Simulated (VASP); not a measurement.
# AgCl (P4mm) in VASP: further runs

The runs below take AgCl through single point, with LDA.

Program: VASP 6.6.1. These are calculated values, not measurements. Logs are shortened: lines on timing, memory, paths and dates and some standing lists are left out, and cuts for length are marked.

**1. The cell of the first run**

Symmetry: P4mm, No. 99, tetragonal system. The conventional cell has a = 3.434 Å, b = 3.434 Å, c = 3.434 Å, α = 90.00°, β = 90.00°, γ = 90.00°. Ag (site symmetry 4mm) has 8 Cl at 2.84 to 3.12 Å and 6 Ag at 3.43 Å within 3.7 Å. Cl (site symmetry 4mm) has 8 Ag at 2.84 to 3.12 Å and 6 Cl at 3.43 Å within 3.7 Å.

**2. Single point, LDA**

The input, INCAR:

```
ALGO = Normal
EDIFF = 1E-7
ENCUT = 520
ISIF = 2
ISMEAR = 0
LASPH = True
LCHARG = True
LELF = True
LREAL = False
LVHAR = True
LWAVE = False
NBANDS = 16
NELM = 80
PREC = Accurate
SIGMA = 0.03
```

The input, KPOINTS:

```
k-points
0
Gamma
  10 10 10
```

The input, POSCAR:

```
AgCl
1.0
    3.4339730000      0.0000000000      0.0000000000
    0.0000000000      3.4339730000      0.0000000000
    0.0000000000      0.0000000000      3.4339730000
Ag Cl
1 1
Direct
    0.0000000000      0.0000000000      0.0000000000
    0.5728019702      0.5000000000      0.5000000000
```

Potentials or basis: VASP PAW LDA potentials, release 64 (Ag, Cl).

Command:

```bash
> cat potpaw_LDA.64/Ag/POTCAR potpaw_LDA.64/Cl/POTCAR > POTCAR
> mpirun -np 1 vasp_std > vasp.out
```

OUTCAR:

```text
EDIFF = 1E-7
   ENCUT = 520
   ISIF = 2
   ISMEAR = 0
   LASPH = True
   LREAL = False
   NELM = 80
   PREC = Accurate

 ion  position               nearest neighbor table
   1  0.000  0.000  0.000-   2 2.84   2 2.84   2 2.84   2 2.84   2 3.12   2 3.12   2 3.12   2 3.12

   2  0.573  0.500  0.500-   1 2.84   1 2.84   1 2.84   1 2.84   1 3.12   1 3.12   1 3.12   1 3.12

  LATTYP: Found a simple cubic cell.
 ALAT       =     3.4339730000

  Lattice vectors:

 A1 = (   3.4339730000,   0.0000000000,   0.0000000000)
 A2 = (   0.0000000000,   3.4339730000,   0.0000000000)
 A3 = (   0.0000000000,   0.0000000000,   3.4339730000)

Analysis of symmetry for initial positions (statically):
=====================================================================
 Subroutine PRICEL returns:
 Original cell was already a primitive cell.

 Routine SETGRP: Setting up the symmetry group for a
 simple cubic supercell.

 Subroutine GETGRP returns: Found  8 space group operations
 (whereof  8 operations were pure point group operations)
 out of a pool of 48 trial point group operations.

The static configuration has the point symmetry C_4v.

Analysis of symmetry for dynamics (positions and initial velocities):
=====================================================================
 Subroutine PRICEL returns:
 Original cell was already a primitive cell.

 Routine SETGRP: Setting up the symmetry group for a
 simple cubic supercell.

 Subroutine GETGRP returns: Found  8 space group operations
 (whereof  8 operations were pure point group operations)
 out of a pool of 48 trial point group operations.

The dynamic configuration has the point symmetry C_4v.

 Subroutine INISYM returns: Found  8 space group operations
 (whereof  8 operations are pure point group operations),
 and found     1 'primitive' translations

----------------------------------------------------------------------------------------

                                     Primitive cell

  volume of cell :      40.4940

  direct lattice vectors                    reciprocal lattice vectors
     3.433973000  0.000000000  0.000000000     0.291207881  0.000000000  0.000000000
     0.000000000  3.433973000  0.000000000     0.000000000  0.291207881  0.000000000
     0.000000000  0.000000000  3.433973000     0.000000000  0.000000000  0.291207881

  length of vectors
     3.433973000  3.433973000  3.433973000     0.291207881  0.291207881  0.291207881

  position of ions in fractional coordinates (direct lattice)
     0.000000000  0.000000000  0.000000000
     0.572801970  0.500000000  0.500000000

  ion indices of the primitive-cell ions
   primitive index   ion index
                 1           1
                 2           2

----------------------------------------------------------------------------------------

 KPOINTS: k-points

Automatic generation of k-mesh.
 Grid dimensions read from file:
 generate k-points for:   10   10   10

 Generating k-lattice:

  Cartesian coordinates                     Fractional coordinates (reciprocal lattice)
     0.029120788  0.000000000  0.000000000     0.100000000  0.000000000  0.000000000
     0.000000000  0.029120788  0.000000000     0.000000000  0.100000000  0.000000000
     0.000000000  0.000000000  0.029120788     0.000000000  0.000000000  0.100000000

  Length of vectors
     0.029120788  0.029120788  0.029120788

  Shift w.r.t. Gamma in fractional coordinates (k-lattice)
     0.000000000  0.000000000  0.000000000

 Subroutine IBZKPT returns following result:
 ===========================================

 Found    126 irreducible k-points:

 Following reciprocal coordinates:
            Coordinates               Weight
  0.000000  0.000000  0.000000      1.000000
  0.100000  0.000000  0.000000      2.000000
  0.000000  0.100000  0.000000      4.000000
  0.200000  0.000000  0.000000      2.000000
  0.000000  0.200000  0.000000      4.000000
  0.300000  0.000000  0.000000      2.000000
[... 16 lines left out ...]
  0.500000  0.100000  0.000000      4.000000
  0.000000  0.500000  0.100000      4.000000
 [... further k-points ...]
   k-points           NKPTS =    126   k-points in BZ     NKDIM =    126   number of bands    NBANDS=     16
   number of dos      NEDOS =    301   number of ions     NIONS =      2
   total plane-waves  NPLWV =  21952
   dimension x,y,z NGX =    28 NGY =   28 NGZ =   28
   dimension x,y,z NGXF=    56 NGYF=   56 NGZF=   56
   ions per type =               1   1
   NGX,Y,Z   is equivalent  to a cutoff of  13.56, 13.56, 13.56 a.u.
   NGXF,Y,Z  is equivalent  to a cutoff of  27.11, 27.11, 27.11 a.u.
 SYSTEM =  unknown system
   PREC   = accura    normal or accurate (medium, high low for compatibility)
   ISTART =      0    job   : 0-new  1-cont  2-samecut
   ICHARG =      2    charge: 1-file 2-atom 10-const
   ISPIN  =      1    spin polarized calculation?
   LNONCOLLINEAR =      F non collinear calculations
   LSORBIT =      F    spin-orbit coupling
   LASPH  =      T    aspherical Exc in radial PAW
   ENCUT  =  520.0 eV  38.22 Ry    6.18 a.u.   6.38  6.38  6.38*2*pi/ulx,y,z
   NELM   =     80;   NELMIN=  2; NELMDL= -5     # of ELM steps
   EDIFF  = 0.1E-06   stopping-criterion for ELM
   LREAL  =      F    real-space projection
   EDIFFG = 0.1E-05   stopping-criterion for IOM
   NSW    =      0    number of steps for IOM
   IBRION =     -1    ionic relax: 0-MD 1-quasi-New 2-CG
   NFREE  =      0    steps in history (QN), initial steepest desc. (CG)
   ISIF   =      2    stress and relaxation
   ISYM   =      2    0-nonsym 1-usesym 2-fastsym
   POTIM  = 0.5000    time-step for ionic-motion
   TEBEG  =    0.0;   TEEND  =   0.0 temperature during run
   PSTRESS=    0.0 pullay stress
   NELECT =      18.0000    total number of electrons
   NUPDOWN=      -1.0000    fix difference up-down
   EMIN   =  10.00;   EMAX   =-10.00  energy-range for DOS
   EFERMI =   0.00;   METHOD = LEGACY
   ISMEAR =     0;   SIGMA  =   0.03  broadening in eV -4-tet -1-fermi 0-gaus
   EFERMI_NEDOS =   21; number of points for ismear=-14 and -15
   IALGO  =     38    algorithm
   IMIX   =      4    mixing-type and parameters
     AMIX     =   0.40;   BMIX     =  1.00
     AMIX_MAG =   1.60;   BMIX_MAG =  1.00
  volume/ion in A,a.u.               =      20.25       136.63
  Fermi-wavevector in a.u.,A,eV,Ry     =   1.249402  2.361027 21.238760  1.561005
  Thomas-Fermi vector in A             =   2.383444
   LORBIT       =      0    0 simple, 1 ext, 2 COOP (PROOUT), +10 PAW based schemes
   GGA     = CA    functional components
   LHFCALC =     F    Hartree Fock is set to
   AEXX    =    0.0000 exact exchange contribution
   IVDW    =     0    specifies the selected vdW correction
   LEPSILON=     F    determine dielectric tensor
   LRPA    =     F    only Hartree local field effects (RPA)
 non-spin polarized calculation
 Gauss-broadening in eV      SIGMA  =   0.03
  energy-cutoff  :      520.00
  volume of cell :       40.49
 maximum number of plane-waves:      1108
 NGX is ok and might be reduce to    28
   NGX = 13   NGY = 13   NGZ = 13

 number of electron      18.0000000 magnetization

 Free energy of the ion-electron system (eV)
  ---------------------------------------------------
  ext. energy  EPLUGINS =         0.00000000
  ---------------------------------------------------
  free energy    TOTEN  =        -6.40990997 eV

  energy without entropy =       -6.40990997  energy(sigma->0) =       -6.40990997

 E-fermi :   3.9259     XC(G=0): -10.8151

 val. band max:        3.7496964367   @ k =   0.0000   0.5000   0.0000
 cond. band min:       4.0415330197   @ k =   0.0000   0.0000   0.0000
 fundamental gap:      0.2918365830
 Fermi energy:         3.9258717915

 k-point     1 :       0.0000    0.0000    0.0000
  band No.  band energies     occupation
      1     -10.8510      2.00000
      2       0.6839      2.00000
      3       0.8506      2.00000
      4       1.5877      2.00000
      5       1.5877      2.00000
      6       1.8111      2.00000
[... 8 lines left out ...]
     15      17.6126      0.00000
     16      19.8206      0.00000

 k-point     2 :       0.1000    0.0000    0.0000
  band No.  band energies     occupation
      1     -10.8099      2.00000
      2       0.5750      2.00000
      3       0.8645      2.00000
      4       1.4280      2.00000
      5       1.4280      2.00000
      6       1.8159      2.00000
[... 8 lines left out ...]
     15      17.2770      0.00000
     16      20.0104      0.00000

 k-point     3 :       0.0000    0.1000    0.0000
  band No.  band energies     occupation
      1     -10.8090      2.00000
      2       0.6501      2.00000
      3       0.7760      2.00000
      4       1.4141      2.00000
      5       1.4768      2.00000
      6       1.8094      2.00000
[... 8 lines left out ...]
     15      17.0664      0.00000
     16      19.7451      0.00000

 k-point     4 :       0.2000    0.0000    0.0000
  band No.  band energies     occupation
      1     -10.6984      2.00000
      2       0.0521      2.00000
      3       0.9011      2.00000
      4       1.1585      2.00000
      5       1.1585      2.00000
      6       1.7713      2.00000
[... 8 lines left out ...]
     15      17.1331      0.00000
     16      19.9101      0.00000
[... 324 lines left out ...]
 k-point    22 :       0.1000    0.0000    0.4000
  band No.  band energies     occupation
      1     -10.3880      2.00000
      2      -1.1958      2.00000
      3       0.7581      2.00000
      4       0.7956      2.00000
      5       1.0643      2.00000
      6       1.8203      2.00000
[... 8 lines left out ...]
     15      19.3187      0.00000
     16      19.6817      0.00000

 k-point    23 :       0.5000    0.1000    0.0000
  band No.  band energies     occupation
      1     -10.3482      2.00000
      2      -1.3308      2.00000
      3       0.6645      2.00000
      4       0.7748      2.00000
      5       1.0482      2.00000
      6       1.8204      2.00000
[... 8 lines left out ...]
     15      19.2618      0.00000
     16      19.5776      0.00000

 k-point    24 :       0.0000    0.5000    0.1000
  band No.  band energies     occupation
      1     -10.3385      2.00000
      2      -1.3901      2.00000
      3       0.6009      2.00000
      4       0.8939      2.00000
      5       1.0340      2.00000
      6       1.8239      2.00000
[... 8 lines left out ...]
     15      19.2960      0.00000
     16      19.4302      0.00000

 [... further k-points ...]
[... 5 lines left out ...]
  --------------------------------------------------------------------------------------
  -------------------------------------------------------------------------------------
  Total       -1.7534673     -1.7006933     -1.7006933      0.0000000      0.0000000      0.0000000
  in kB      -69.3773375    -67.2892925    -67.2892925      0.0000000      0.0000000      0.0000000
  external PRESSURE =     -67.9853075 kB  Pullay stress =       0.0000000 kB

 VOLUME and BASIS-vectors are now :
 -----------------------------------------------------------------------------
  energy-cutoff  :      520.00
  volume of cell :       40.49
      direct lattice vectors                 reciprocal lattice vectors
     3.433973000  0.000000000  0.000000000     0.291207881  0.000000000  0.000000000
     0.000000000  3.433973000  0.000000000     0.000000000  0.291207881  0.000000000
     0.000000000  0.000000000  3.433973000     0.000000000  0.000000000  0.291207881

 POSITION                                       TOTAL-FORCE (eV/Angst)
 -----------------------------------------------------------------------------------
      0.00000      0.00000      0.00000        -0.082238      0.000000      0.000000
      1.96699      1.71699      1.71699         0.082238     -0.000000     -0.000000
 -----------------------------------------------------------------------------------
    total drift:                               -0.000057      0.000000     -0.000000

  FREE ENERGIE OF THE ION-ELECTRON SYSTEM (eV)
  ---------------------------------------------------
  free  energy   TOTEN  =        -6.4099099737 eV

  energy  without entropy=       -6.4099099737  energy(sigma->0) =       -6.40990997
```

It took 32 s on 1 thread of Intel Xeon Platinum 8488C (Sapphire Rapids), shared host; peak memory 0.2 GiB.

What came out:

```
Free energy            : -6.4099 eV
Pressure               : -6.8 GPa
Largest force          : 0.082 eV/Å
Band gap on the k mesh : 0.29 eV (least direct gap 1.65 eV)
```

Forces in eV/Å, atoms in the order of the input:
```
Ag  -0.082  0.000  0.000
Cl   0.082  0.000  0.000
```

Levels at points of the mesh, in eV from the valence-band top:
```tsv
k point	band 6	band 7	band 8	band 9	band 10	band 11	band 12	band 13
(0.00, 0.00, 0.00)	-1.94	-1.39	-1.39	-1.36	0.29	8.83	9.24	13.31
(0.50, 0.00, 0.00)	-1.89	-1.51	-0.11	-0.11	4.57	5.22	9.23	9.82
(0.00, 0.50, 0.00)	-1.89	-1.56	-0.25	0.00	4.66	5.24	9.31	9.72
(0.50, 0.50, 0.00)	-2.24	-2.23	-1.62	-0.74	2.52	8.54	8.67	10.51
(0.00, 0.50, 0.50)	-2.10	-2.10	-1.61	-0.72	2.45	8.71	8.71	10.28
(0.50, 0.50, 0.50)	-1.59	-0.34	-0.34	-0.24	4.46	4.63	4.63	6.34
```

Caveat: the cell differs from its parent crystal (all Cl atoms moved -0.250 Å, as atom 2 towards its neighbour atom 2 (Cl) at 3.434 Å); the cell stands under tension.

**3. Single point, LDA**

The input, INCAR:

```
PREC = Accurate
ENCUT = 520
EDIFF = 1E-6
ISMEAR = 0
SIGMA = 0.03
LREAL = F
LASPH = T
NELM = 80
ALGO = Normal
ISIF = 2
LWAVE = F
LCHARG = T
LELF = T
LVHAR = T
NBANDS = 16
```

The input, KPOINTS:

```
Automatic mesh
0
Gamma
  10 10 10
```

POSCAR, as its differences from that of step 2:

```diff
@@ -9,2 +9,2 @@
     0.0000000000      0.0000000000      0.0000000000
-    0.5728019702      0.5000000000      0.5000000000
+    0.4635990149      0.5000000000      0.5000000000
```

Potentials or basis: VASP PAW LDA potentials, release 64 (Ag, Cl).

Command:

```bash
> cat potpaw_LDA.64/Ag/POTCAR potpaw_LDA.64/Cl/POTCAR > POTCAR
> mpirun -np 1 vasp_std > vasp.out
```

Run time: 30 s. Hardware: 1 thread of Intel Xeon Platinum 8488C (Sapphire Rapids), shared host; peak memory 0.2 GiB.

The run converged. Its results:

| Property | Result |
| --- | --- |
| Free energy | -6.4016 eV |
| Pressure | -7.4 GPa |
| Largest force | 0.048 eV/Å |
| Band gap on the k mesh | 0.30 eV (least direct gap 1.76 eV) |

Forces in eV/Å, atoms in the order of the input:
```
Ag   0.048  0.000  0.000
Cl  -0.048  0.000  0.000
```

Levels at points of the mesh, in eV from the valence-band top:
| k point | band 6 | band 7 | band 8 | band 9 | band 10 | band 11 | band 12 | band 13 |
| --- | --- | --- | --- | --- | --- | --- | --- | --- |
| (0.00, 0.00, 0.00) | -1.88 | -1.47 | -1.46 | -1.46 | 0.30 | 9.16 | 9.28 | 13.33 |
| (0.50, 0.00, 0.00) | -1.82 | -1.49 | -0.03 | -0.03 | 4.62 | 5.29 | 9.24 | 9.80 |
| (0.00, 0.50, 0.00) | -1.82 | -1.50 | -0.06 | 0.00 | 4.64 | 5.29 | 9.27 | 9.78 |
| (0.50, 0.50, 0.00) | -2.19 | -2.17 | -1.57 | -0.83 | 2.55 | 8.64 | 8.67 | 10.47 |
| (0.00, 0.50, 0.50) | -2.13 | -2.13 | -1.56 | -0.83 | 2.53 | 8.68 | 8.68 | 10.41 |
| (0.50, 0.50, 0.50) | -1.54 | -0.23 | -0.23 | -0.20 | 4.51 | 4.56 | 4.56 | 6.42 |

Caveat: the cell differs from its parent crystal (all Cl atoms moved +0.125 Å, as atom 2 towards its neighbour atom 2 (Cl) at 3.434 Å); the cell stands under tension.

(Continued in part 2 of 2.)
